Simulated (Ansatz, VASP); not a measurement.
# Two plane-wave programs on Rh

The input POSCAR:

```
Rh
1.0
    2.6869232892      0.0000000000      0.0000000000
   -1.3434616446      2.3269438265      0.0000000000
    0.0000000000      0.0000000000      4.5749017289
Rh
2
Direct
    0.6666666667      0.3333333333      0.7500000000
    0.3333333333      0.6666666667      0.2500000000
```

INCAR.step1

```
SYSTEM = Rh
PREC = Accurate
ENCUT = 520
ISMEAR = 0
SIGMA = 0.15
LREAL = .FALSE.
LASPH = .TRUE.
NELM = 80
NBANDS = 22
GGA = PE
ALGO = Normal
EDIFF = 1E-4
LWAVE = .TRUE.
LCHARG = .FALSE.
```

INCAR.step2

```
SYSTEM = Rh
PREC = Accurate
ENCUT = 520
EDIFF = 1E-7
ISMEAR = 0
SIGMA = 0.15
LREAL = .FALSE.
LASPH = .TRUE.
NELM = 80
ALGO = Normal
ISIF = 2
LWAVE = .FALSE.
LCHARG = .FALSE.
METAGGA = R2SCAN
LMIXTAU = .TRUE.
NBANDS = 22
ISTART = 1
```

KPOINTS

```
regular mesh
0
G
  24 24 12
  0 0 0
```

Input for Ansatz:

```yaml
crystal:
  lattice:
    - [2.6869232892, 0.0, 0.0]
    - [-1.3434616446, 2.3269438265, 0.0]
    - [0.0, 0.0, 4.5749017289]
  atoms:
    - { symbol: Rh, position: [0.6666666667, 0.3333333333, 0.75] }
    - { symbol: Rh, position: [0.3333333333, 0.6666666667, 0.25] }
basis:
  ecutwfc: 500
kpoints:
  mp_grid: { grid: [24, 24, 12] }
hamiltonian:
  xc: r2scan
scf:
  occupations: { method: gaussian, width: 0.15 }
output:
  forces: true
  stress: true
  eigenvalues: true
```

Alike in both runs: task single point; functional r2SCAN; k mesh 24 × 24 × 12; occupations gaussian, width 0.15 eV; no spin polarisation.

|  | VASP | Ansatz |
| --- | --- | --- |
| version | VASP 6.6.1 | Ansatz 0.2.0 |
| potentials or method | VASP PAW PBE potentials, release 64 (Rh_pv), cutoff 520 eV | scalar-relativistic, plane waves, PAW |
| valence electrons in the cell | 30 | 34 |

VASP gave:

- gap on the k mesh at the Fermi level (eV): none
- pressure (GPa): -8.0
- traceless stress, the component that is largest in VASP (GPa): -8.29

Task: What did Ansatz give for the same quantities?

Result: gap on the k mesh at the Fermi level (eV): none; pressure (GPa): -9.0; traceless stress, the component that is largest in VASP (GPa): -8.14.

VASP's potentials were made for PBE, not for r2SCAN. A gap of «none» marks a metal or a gap that the smearing closes. VASP's potentials hold 30 valence electrons a cell and Ansatz's 34, so a difference there can come from the potentials and not from the codes.
